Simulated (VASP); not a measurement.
# PbO2 (P2_1/m) in VASP: single point with PBE

Aim: the single point of PbO2 with PBE.

All numbers are computed with VASP 6.6.1; they aren't measurements. Logs are shortened: lines on timing, memory, paths and dates and some standing lists are left out, and cuts for length are marked.

## 1. The cell of the first run

It takes space group P2_1/m (No. 11, monoclinic). Conventional cell: a = 3.926 Å, b = 3.683 Å, c = 5.813 Å, α = 90.00°, β = 99.33°, γ = 90.00°. Within 2.9 Å of Pb (site symmetry m) lie 7 O at 2.17 to 2.52 Å. Within 3.0 Å of O (site symmetry m) lie 4 Pb at 2.19 to 2.52 Å and 6 O at 2.76 to 2.98 Å. O (site symmetry m) has 3 Pb at 2.17 to 2.40 Å and 6 O at 2.73 to 2.98 Å within 3.0 Å.

## 2. Single point, PBE

The input, INCAR:

```
SYSTEM = PbO2
  PREC = Accurate
  ENCUT = 520
  EDIFF = 1E-7
  ISMEAR = 0
  SIGMA = 0.1
  LREAL = .FALSE.
  LASPH = .TRUE.
  NELM = 60
  ALGO = Fast
  ISIF = 2
  LWAVE = .FALSE.
  LCHARG = .FALSE.
  GGA = PE
  NBANDS = 35
```

The input, KPOINTS:

```
regular mesh
0
G
  10 10 8
  0 0 0
```

The input, POSCAR:

```
PbO2
1.0
    3.9255387808      0.0000000000     -0.0031709252
    0.0000000000      3.6833431380      0.0000000000
   -0.9382348962      0.0000000000      5.7371925576
Pb O
2 4
Direct
    0.1926936055      0.2500000000      0.2626210711
    0.8073063945      0.7500000000      0.7373789289
    0.7390874203      0.2500000000      0.4372669945
    0.7493841018      0.2500000000      0.9255958320
    0.2609125797      0.7500000000      0.5627330055
    0.2506158982      0.7500000000      0.0744041680
```

Potentials or basis: VASP PAW PBE potentials, release 64 (Pb_d, O).

The run is started by

```sh
$ cat potpaw_PBE.64/Pb_d/POTCAR potpaw_PBE.64/O/POTCAR > POTCAR
$ mpirun -np 1 vasp_std > vasp.out
```

OUTCAR:

```text
SYSTEM = PbO2
   PREC = Accurate
   ENCUT = 520
   EDIFF = 1E-7
   ISMEAR = 0
   LREAL = .FALSE.
   LASPH = .TRUE.
   NELM = 60
   ISIF = 2
   GGA = PE

 ion  position               nearest neighbor table
   1  0.193  0.250  0.263-   6 2.17   6 2.17   3 2.19   3 2.22   4 2.40   5 2.52   5 2.52   2 3.67
                             2 3.67   2 3.83   2 3.83   2 3.83   2 3.83
   2  0.807  0.750  0.737-   4 2.17   4 2.17   5 2.19   5 2.22   6 2.40   3 2.52   3 2.52   1 3.67
                             1 3.67   1 3.83   1 3.83   1 3.83   1 3.83
   3  0.739  0.250  0.437-   1 2.19   1 2.22   2 2.52   2 2.52
   4  0.749  0.250  0.926-   2 2.17   2 2.17   1 2.40
   5  0.261  0.750  0.563-   2 2.19   2 2.22   1 2.52   1 2.52
   6  0.251  0.750  0.074-   1 2.17   1 2.17   2 2.40

  LATTYP: Found a simple monoclinic cell.
 ALAT       =     3.9255400615
 B/A-ratio  =     0.9383022668
 C/A-ratio  =     1.4809182072
 COS(beta)  =    -0.1621887883

  Lattice vectors:

 A1 = (   3.9255387808,   0.0000000000,  -0.0031709252)
 A2 = (   0.0000000000,   3.6833431380,   0.0000000000)
 A3 = (  -0.9382348962,   0.0000000000,   5.7371925576)

Analysis of symmetry for initial positions (statically):
=====================================================================
 Subroutine PRICEL returns:
 Original cell was already a primitive cell.

 Routine SETGRP: Setting up the symmetry group for a
 simple monoclinic supercell.

 Subroutine GETGRP returns: Found  4 space group operations
 (whereof  2 operations were pure point group operations)
 out of a pool of  4 trial point group operations.

The static configuration has the point symmetry S_2 .
 The point group associated with its full space group is C_2h.

Analysis of symmetry for dynamics (positions and initial velocities):
=====================================================================
 Subroutine PRICEL returns:
 Original cell was already a primitive cell.

 Routine SETGRP: Setting up the symmetry group for a
 simple monoclinic supercell.

 Subroutine GETGRP returns: Found  4 space group operations
 (whereof  2 operations were pure point group operations)
 out of a pool of  4 trial point group operations.

The dynamic configuration has the point symmetry S_2 .
 The point group associated with its full space group is C_2h.

 Subroutine INISYM returns: Found  4 space group operations
 (whereof  2 operations are pure point group operations),
 and found     1 'primitive' translations

----------------------------------------------------------------------------------------

                                     Primitive cell

  volume of cell :      82.9437

  direct lattice vectors                    reciprocal lattice vectors
     3.925538781  0.000000000 -0.003170925     0.254775757  0.000000000  0.041664892
     0.000000000  3.683343138  0.000000000     0.000000000  0.271492490  0.000000000
    -0.938234896  0.000000000  5.737192558     0.000140814  0.000000000  0.174324307

  length of vectors
     3.925540061  3.683343138  5.813403750     0.258160124  0.271492490  0.174324364

  position of ions in fractional coordinates (direct lattice)
     0.192693605  0.250000000  0.262621071
     0.807306395  0.750000000  0.737378929
     0.739087420  0.250000000  0.437266994
     0.749384102  0.250000000  0.925595832
     0.260912580  0.750000000  0.562733006
     0.250615898  0.750000000  0.074404168

  ion indices of the primitive-cell ions
   primitive index   ion index
                 1           1
                 2           2
                 3           3
                 4           4
                 5           5
                 6           6

----------------------------------------------------------------------------------------

 KPOINTS: regular mesh

Automatic generation of k-mesh.
 Grid dimensions read from file:
 generate k-points for:   10   10    8

 Generating k-lattice:

  Cartesian coordinates                     Fractional coordinates (reciprocal lattice)
     0.025477576  0.000000000  0.004166489     0.100000000  0.000000000  0.000000000
     0.000000000  0.027149249  0.000000000     0.000000000  0.100000000  0.000000000
     0.000017602  0.000000000  0.021790538     0.000000000  0.000000000  0.125000000

  Length of vectors
     0.025816012  0.027149249  0.021790545

  Shift w.r.t. Gamma in fractional coordinates (k-lattice)
     0.000000000  0.000000000  0.000000000

 Subroutine IBZKPT returns following result:
 ===========================================

 Found    252 irreducible k-points:

 Following reciprocal coordinates:
            Coordinates               Weight
  0.000000  0.000000  0.000000      1.000000
  0.100000  0.000000 -0.000000      2.000000
  0.200000  0.000000 -0.000000      2.000000
  0.300000  0.000000  0.000000      2.000000
  0.400000  0.000000  0.000000      2.000000
  0.500000  0.000000  0.000000      1.000000
[... 16 lines left out ...]
  0.400000  0.300000  0.000000      4.000000
  0.500000  0.300000  0.000000      2.000000
 [... further k-points ...]
   k-points           NKPTS =    252   k-points in BZ     NKDIM =    252   number of bands    NBANDS=     35
   number of dos      NEDOS =    301   number of ions     NIONS =      6
   total plane-waves  NPLWV =  40320
   dimension x,y,z NGX =    30 NGY =   28 NGZ =   48
   dimension x,y,z NGXF=    60 NGYF=   56 NGZF=   96
   ions per type =               2   4
   NGX,Y,Z   is equivalent  to a cutoff of  12.70, 12.64, 13.73 a.u.
   NGXF,Y,Z  is equivalent  to a cutoff of  25.41, 25.28, 27.45 a.u.
 SYSTEM =  PbO2
   PREC   = accura    normal or accurate (medium, high low for compatibility)
   ISTART =      0    job   : 0-new  1-cont  2-samecut
   ICHARG =      2    charge: 1-file 2-atom 10-const
   ISPIN  =      1    spin polarized calculation?
   LNONCOLLINEAR =      F non collinear calculations
   LSORBIT =      F    spin-orbit coupling
   LASPH  =      T    aspherical Exc in radial PAW
   ENCUT  =  520.0 eV  38.22 Ry    6.18 a.u.   7.30  6.85 10.81*2*pi/ulx,y,z
   NELM   =     60;   NELMIN=  2; NELMDL= -5     # of ELM steps
   EDIFF  = 0.1E-06   stopping-criterion for ELM
   LREAL  =      F    real-space projection
   EDIFFG = 0.1E-05   stopping-criterion for IOM
   NSW    =      0    number of steps for IOM
   IBRION =     -1    ionic relax: 0-MD 1-quasi-New 2-CG
   NFREE  =      0    steps in history (QN), initial steepest desc. (CG)
   ISIF   =      2    stress and relaxation
   ISYM   =      2    0-nonsym 1-usesym 2-fastsym
   POTIM  = 0.5000    time-step for ionic-motion
   TEBEG  =    0.0;   TEEND  =   0.0 temperature during run
   PSTRESS=    0.0 pullay stress
   NELECT =      52.0000    total number of electrons
   NUPDOWN=      -1.0000    fix difference up-down
   EMIN   =  10.00;   EMAX   =-10.00  energy-range for DOS
   EFERMI =   0.00;   METHOD = LEGACY
   ISMEAR =     0;   SIGMA  =   0.10  broadening in eV -4-tet -1-fermi 0-gaus
   EFERMI_NEDOS =   21; number of points for ismear=-14 and -15
   IALGO  =     68    algorithm
   IMIX   =      4    mixing-type and parameters
     AMIX     =   0.40;   BMIX     =  1.00
     AMIX_MAG =   1.60;   BMIX_MAG =  1.00
  volume/ion in A,a.u.               =      13.82        93.29
  Fermi-wavevector in a.u.,A,eV,Ry     =   1.401140  2.647770 26.710856  1.963193
  Thomas-Fermi vector in A             =   2.524031
   LORBIT       =      0    0 simple, 1 ext, 2 COOP (PROOUT), +10 PAW based schemes
   GGA     = PE    functional components
   LHFCALC =     F    Hartree Fock is set to
   AEXX    =    0.0000 exact exchange contribution
   IVDW    =     0    specifies the selected vdW correction
   LEPSILON=     F    determine dielectric tensor
   LRPA    =     F    only Hartree local field effects (RPA)
 non-spin polarized calculation
 RMM-DIIS sequential band-by-band and
 Gauss-broadening in eV      SIGMA  =   0.10
  energy-cutoff  :      520.00
  volume of cell :       82.94
 maximum number of plane-waves:      2270
 NGX is ok and might be reduce to    30
   NGX = 15   NGY = 13   NGZ = 21

 number of electron      52.0000008 magnetization

 Free energy of the ion-electron system (eV)
  ---------------------------------------------------
  ext. energy  EPLUGINS =         0.00000000
  ---------------------------------------------------
  free energy    TOTEN  =       -31.57798859 eV

  energy without entropy =      -31.57669237  energy(sigma->0) =      -31.57734048

 E-fermi :   4.6503     XC(G=0): -10.8497

 val. band max:        4.5701043838   @ k =   0.0000   0.0000   0.1250
 cond. band min:       4.7524509725   @ k =   0.0000   0.1000   0.0000
 fundamental gap:      0.1823465887
 Fermi energy:         4.6502749447

 k-point     1 :       0.0000    0.0000    0.0000
  band No.  band energies     occupation
      1     -13.4504      2.00000
      2     -12.8876      2.00000
      3     -12.7205      2.00000
      4     -11.9702      2.00000
      5     -10.7639      2.00000
      6     -10.7409      2.00000
[... 27 lines left out ...]
     34      15.2382      0.00000
     35      16.2262      0.00000

 k-point     2 :       0.1000    0.0000   -0.0000
  band No.  band energies     occupation
      1     -13.4103      2.00000
      2     -12.8784      2.00000
      3     -12.7102      2.00000
      4     -12.0095      2.00000
      5     -10.7606      2.00000
      6     -10.7207      2.00000
[... 27 lines left out ...]
     34      15.5026      0.00000
     35      16.0210      0.00000

 k-point     3 :       0.2000    0.0000   -0.0000
  band No.  band energies     occupation
      1     -13.3006      2.00000
      2     -12.8519      2.00000
      3     -12.6832      2.00000
      4     -12.1129      2.00000
      5     -10.7519      2.00000
      6     -10.6724      2.00000
[... 27 lines left out ...]
     34      15.4744      0.00000
     35      15.8419      0.00000
[... 723 lines left out ...]
 k-point    23 :       0.4000    0.3000    0.0000
  band No.  band energies     occupation
      1     -12.7919      2.00000
      2     -12.7326      2.00000
      3     -12.6167      2.00000
      4     -12.5223      2.00000
      5     -10.6381      2.00000
      6     -10.6059      2.00000
[... 27 lines left out ...]
     34      15.1945      0.00000
     35      16.2564      0.00000

 k-point    24 :       0.5000    0.3000    0.0000
  band No.  band energies     occupation
      1     -12.7567      2.00000
      2     -12.7498      2.00000
      3     -12.6098      2.00000
      4     -12.5014      2.00000
      5     -10.6311      2.00000
      6     -10.6080      2.00000
[... 27 lines left out ...]
     34      15.0973      0.00000
     35      16.3192      0.00000

 [... further k-points ...]

------------------------ aborting loop because EDIFF is reached ----------------------------------------

  FORCE on cell =-STRESS in cart. coord.  units (eV):
  Direction    XX          YY          ZZ          XY          YZ          ZX
  --------------------------------------------------------------------------------------
  -------------------------------------------------------------------------------------
  Total        0.1571048      0.1373058      0.0782631      0.0000000      0.0000000     -0.0206314
  in kB        3.0347056      2.6522599      1.5117648      0.0000000      0.0000000     -0.3985250
  external PRESSURE =       2.3995768 kB  Pullay stress =       0.0000000 kB

 VOLUME and BASIS-vectors are now :
 -----------------------------------------------------------------------------
  energy-cutoff  :      520.00
  volume of cell :       82.94
      direct lattice vectors                 reciprocal lattice vectors
     3.925538781  0.000000000 -0.003170925     0.254775757  0.000000000  0.041664892
     0.000000000  3.683343138  0.000000000     0.000000000  0.271492490  0.000000000
    -0.938234896  0.000000000  5.737192558     0.000140814  0.000000000  0.174324307

 POSITION                                       TOTAL-FORCE (eV/Angst)
 -----------------------------------------------------------------------------------
      0.51003      0.92084      1.50610        -0.004848     -0.000000      0.004499
      2.47728      2.76251      4.22792         0.004848      0.000000     -0.004499
      2.49106      0.92084      2.50634        -0.011910     -0.000000      0.022759
      2.07331      0.92084      5.30795        -0.015158     -0.000000      0.025176
      0.49625      2.76251      3.22768         0.011910     -0.000000     -0.022759
      0.91399      2.76251      0.42608         0.015158      0.000000     -0.025176
 -----------------------------------------------------------------------------------
    total drift:                                0.000000      0.000000      0.000000

  FREE ENERGIE OF THE ION-ELECTRON SYSTEM (eV)
  ---------------------------------------------------
  free  energy   TOTEN  =       -31.5779885870 eV

  energy  without entropy=      -31.5766923690  energy(sigma->0) =      -31.57734048
```

It took 12 min on 1 thread of Oxide Virtual Turin-like, shared host; peak memory 0.59 GiB.

Results:

- Free energy: -31.5780 eV
- Pressure: 0.2 GPa
- Largest force: 0.029 eV/Å
- Band gap on the k mesh: zero (bands 26 and 27 overlap by 0.04 eV)

Forces on the atoms (eV/Å):
```
Pb  -0.005  0.000  0.004
Pb   0.005  0.000 -0.004
O   -0.012  0.000  0.023
O   -0.015  0.000  0.025
O    0.012  0.000 -0.023
O    0.015  0.000 -0.025
```

Stress tensor (GPa, compression positive):
```
 0.30  0.00 -0.04
 0.00  0.27  0.00
-0.04  0.00  0.15
```

Caveat: semilocal functionals underestimate gaps, and a narrow one can read as zero; spin-orbit coupling is left out, which moves the levels of the heavy elements.

The gap in the log of VASP goes by the Fermi energy; the results here count the filled bands.